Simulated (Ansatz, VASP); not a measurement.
One calculation of Hf, two programs

The input INCAR:

```
  ALGO = Normal
  EDIFF = 1E-6
  ENCUT = 520
  GGA = PE
  ISIF = 2
  ISMEAR = -1
  LASPH = T
  LCHARG = F
  LREAL = F
  LWAVE = F
  NBANDS = 11
  NELM = 100
  PREC = Accurate
  SIGMA = 0.1
```

File KPOINTS:

```
k-points
0
Gamma
  16 16 15
```

Contents of POSCAR:

```
Hf
1.0
    2.7769860817      0.0000000000      0.0000000000
   -1.3884930408      2.4049404927      0.0000000000
    0.0000000000      0.0000000000      2.7286980114
Hf
1
Direct
    0.0000000000      0.0000000000      0.0000000000
```

Input for Ansatz:

```yaml
crystal:
  lattice:
    - [2.7769860817, 0.0, 0.0]
    - [-1.3884930408, 2.4049404927, 0.0]
    - [0.0, 0.0, 2.7286980114]
  atoms:
    - { symbol: Hf, position: [0.0, 0.0, 0.0] }
kpoints:
  mp_grid: { grid: [16, 16, 15] }
  band_path:
    path:
      - [0.0, 0.0, 0.0]
      - [0.5, 0.0, 0.0]
      - [0.3333333333, 0.3333333333, 0.0]
      - [0.0, 0.0, 0.0]
      - [0.0, 0.0, 0.5]
      - [0.5, 0.0, 0.5]
      - [0.3333333333, 0.3333333333, 0.5]
      - [0.0, 0.0, 0.5]
      - [0.5, 0.0, 0.5]
    npoints: 8
scf:
  occupations: { method: fermi_dirac, width: 0.1 }
hamiltonian:
  xc: pbe
  pseudopotentials: { kind: paw }
output:
  forces: true
  stress: true
  eigenvalues: true
  populations: true
  dos: { projected: true, de: 0.2, e_range: [-14, 8] }
```

Change from the starting cell: volume scaled by 0.78, PAW files.

Alike in both runs: task single point; functional PBE; k mesh 16 × 16 × 15; occupations fermi-dirac, width 0.1 eV; no spin polarisation.

|  | VASP | Ansatz |
| --- | --- | --- |
| version | VASP 6.6.1 | Ansatz 0.2.0 |
| potentials or method | VASP PAW PBE potentials, release 64 (Hf_pv) | PAW with Ansatz's default frozen-core files, scalar-relativistic |
| plane-wave cutoff (eV) | 520 | 420 |
| valence electrons in the cell | 10 | 26 |

Ansatz gave:

| Property | Result |
| --- | --- |
| pressure (GPa) | 34.4 |
| traceless stress, the component that is largest in VASP (GPa) | 0.02 |

Q: Estimate VASP's values.

A: Pressure (GPa): 33.7; traceless stress, the component that is largest in VASP (GPa): -0.05.

Both programs put the cell under a high pressure, so it lies far from rest at this level. VASP's potentials hold 10 valence electrons a cell and Ansatz's 26, so a difference there can come from the potentials and not from the codes.

Neither program's run includes spin-orbit coupling.
